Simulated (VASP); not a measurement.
Wanted: the native input for a VASP 6.6.1 run.

```
Task                   : single point
Functional             : PBE
Potentials or basis    : VASP PAW PBE potentials, release 64 (Al, O)
Cutoff                 : 520 eV
k mesh                 : 12 × 12 × 2
Occupations            : gaussian, width 0.1 eV
Spin                   : no spin polarisation
Dipole correction      : no
Further INCAR settings : ALGO = Normal; EDIFF = 1e-07; NBANDS = 21
```

The structure of Al6O lies in POSCAR:

```
Al6O
1.0
    2.8934568330      0.0000000000      0.0000000000
   -1.4467284165      2.5058071222      0.0000000000
    0.0000000000      0.0000000000     15.8591446502
Al O
6 1
Direct
    0.3333333333      0.6666666667      0.0912611476
    0.0000000000      0.0000000000      0.8200601506
    0.6666666667      0.3333333333      0.6733244491
    0.0000000000      0.0000000000      0.3828158127
    0.3333333333      0.6666666667      0.5285327488
    0.6666666667      0.3333333333      0.2398234311
    0.0000000000      0.0000000000      0.0451822599
```

These files were run (other wordings do the same):

INCAR

```
PREC = Accurate
ENCUT = 520
EDIFF = 1E-7
ISMEAR = 0
SIGMA = 0.1
LREAL = F
LASPH = T
NELM = 100
ALGO = Normal
ISIF = 2
LWAVE = F
LCHARG = T
GGA = PE
LELF = T
LVHAR = T
NBANDS = 21
```

KPOINTS

```
regular mesh
0
Gamma
  12 12 2
```

Potentials or basis: VASP PAW PBE potentials, release 64 (Al, O).

Command:

```bash
$ cat potpaw_PBE.64/Al/POTCAR potpaw_PBE.64/O/POTCAR > POTCAR
$ mpirun -np 1 vasp_std > vasp.out
```

Results of the run:

```
Pressure               : -0.2 GPa
Largest force          : 0.010 eV/Å
Band gap on the k mesh : zero (bands 12 and 13 overlap by 3.64 eV)
```

It took 43 s on 1 thread of Intel(R) Xeon(R) 6975P-C (Granite Rapids), on a shared host, peak memory 0.28 GiB.
